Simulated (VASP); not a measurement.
Write the native input for VASP 6.6.1 that does the following.

| Item | Value |
| --- | --- |
| Task | single point |
| Functional | PBE |
| Potentials or basis | VASP PAW PBE potentials, release 64 (Ir, Rh_pv) |
| Cutoff | 520 eV |
| k mesh | 6 × 6 × 2 |
| Occupations | gaussian, width 0.1 eV |
| Spin | no spin polarisation |
| Dipole correction | no |
| Further INCAR settings | ALGO = Fast; EDIFF = 1e-06; NBANDS = 48 |

The structure of IrRh2 lies in POSCAR:

```
IrRh2
1.0
    2.7496303875     -0.0000000029      0.0000000000
   -1.3748151912      2.3812497681      0.0000000000
    0.0000000000      0.0000000000     13.0759856134
Ir Rh
2 4
Direct
    0.6666666667      0.3333333333      0.3325089331
    0.6666666667      0.3333333333      0.6674910669
    0.6666666667      0.3333333333      0.0000000000
    0.3333333333      0.6666666667      0.8331614419
    0.3333333333      0.6666666667      0.1668385581
    0.3333333333      0.6666666667      0.5000000000
```

The input as run:

INCAR

```
SYSTEM = IrRh2
PREC = Accurate
ENCUT = 520
EDIFF = 1E-6
ISMEAR = 0
SIGMA = 0.1
LREAL = .FALSE.
LASPH = .TRUE.
NELM = 100
ALGO = Fast
ISIF = 2
LWAVE = .FALSE.
LCHARG = .FALSE.
GGA = PE
NBANDS = 48
```

KPOINTS

```
Automatic mesh
0
G
  6 6 2
  0 0 0
```

Potentials or basis: VASP PAW PBE potentials, release 64 (Ir, Rh_pv).

Command:

```console
$ cat potpaw_PBE.64/Ir/POTCAR potpaw_PBE.64/Rh_pv/POTCAR > POTCAR
$ mpirun -np 1 vasp_std > vasp.out
```

Results of the run:

* Pressure: 0.1 GPa
* Largest force: 0.017 eV/Å
* Band gap on the k mesh: zero (band 39 reaches 11.60 eV, above the bottom of band 40 at 9.42 eV)

Caveat: the k points lie up to 0.44 Å⁻¹ apart; spin-orbit coupling is left out, which moves the levels of the heavy elements.

It took 56 s on 1 thread of Intel Xeon 6975P-C (shared host), peak memory 0.21 GiB.
